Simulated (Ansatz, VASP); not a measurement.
# Zr3P2: VASP beside Ansatz

```
Zr P
1.0
     7.52531    0.00000    0.00000
     0.00000    7.52531    0.00000
     0.00000    0.00000    3.64827
Zr P
6 4
Direct
  0.00000 0.00000 0.00000
  0.50000 0.50000 0.00000
  0.16226 0.66226 0.50000
  0.33774 0.16226 0.50000
  0.83774 0.33774 0.50000
  0.66226 0.83774 0.50000
  0.63399 0.13399 0.00000
  0.86601 0.63399 0.00000
  0.36601 0.86601 0.00000
  0.13399 0.36601 0.00000
```

Change from the starting cell: species swapped into the Y3Au2 type (P4/mbm, No. 127).

Alike in both runs: task single point; functional PBE; k mesh 2 × 2 × 6; occupations gaussian, width 0.1 eV; no spin polarisation.

|  | VASP | Ansatz |
| --- | --- | --- |
| version | VASP 6.6.1 | Ansatz 0.2.0 |
| potentials or method | VASP PAW PBE potentials, release 64 (Zr_sv, P), cutoff 520 eV | scalar-relativistic, plane waves, PAW |
| valence electrons in the cell | 92 | 92 |

```csv
,VASP,Ansatz,Ansatz less VASP
gap on the k mesh at the Fermi level (eV),none,none,-
pressure (GPa),-15.5,-15.5,-0.02
"traceless stress, the component that is largest in VASP (GPa)",3.73,3.74,+0.006
rms of the force components (eV/Å),0.290,0.291,+0.0006
```

Atom by atom the forces differ by 0.001 eV/Å (rms over components). A gap of «none» marks a metal or a gap that the smearing closes.

The k mesh is coarse, so the values compare programs but aren't converged.
